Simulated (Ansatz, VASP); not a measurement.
**Two plane-wave programs on TaSi4W**

```xyz
6
Lattice="3.2525 0.0000 0.0000 0.0000 3.2525 0.0000 0.0000 0.0000 8.0528" Properties=species:S:1:pos:R:3 pbc="T T T"
Ta    0.0000    0.0000    0.0000
Si    1.6263    1.6263    6.6761
Si    1.6263    1.6263    1.3768
Si    0.0000    0.0000    5.3411
Si    0.0000    0.0000    2.7117
W     1.6263    1.6263    4.0264
```

Alike in both runs: functional PBE; k mesh 5 × 5 × 2; occupations gaussian, width 0.2 eV; no spin polarisation.

Ansatz relaxed the structure, and its values are those at the end. VASP's run is a single point on that final structure, the one shown.

```csv
,VASP,Ansatz
version,VASP 6.6.1,Ansatz 0.2.0
potentials or method,"VASP PAW PBE potentials, release 64 (Ta_pv, Si, W_sv), cutoff 520 eV","scalar-relativistic, plane waves, PAW"
valence electrons in the cell,41,43
```

|  | VASP | Ansatz | Ansatz less VASP |
| --- | --- | --- | --- |
| gap on the k mesh at the Fermi level (eV) | none | none | - |
| pressure (GPa) | 0.0 | -0.1 | -0.09 |
| rms of the force components (eV/Å) | 0.016 | 0.015 | -0.0014 |

A gap of «none» marks a metal or a gap that the smearing closes. VASP's potentials hold 41 valence electrons a cell and Ansatz's 43, so a difference there can come from the potentials and not from the codes.

The k mesh is coarse, so the values compare programs but aren't converged. Spin-orbit coupling is off throughout.
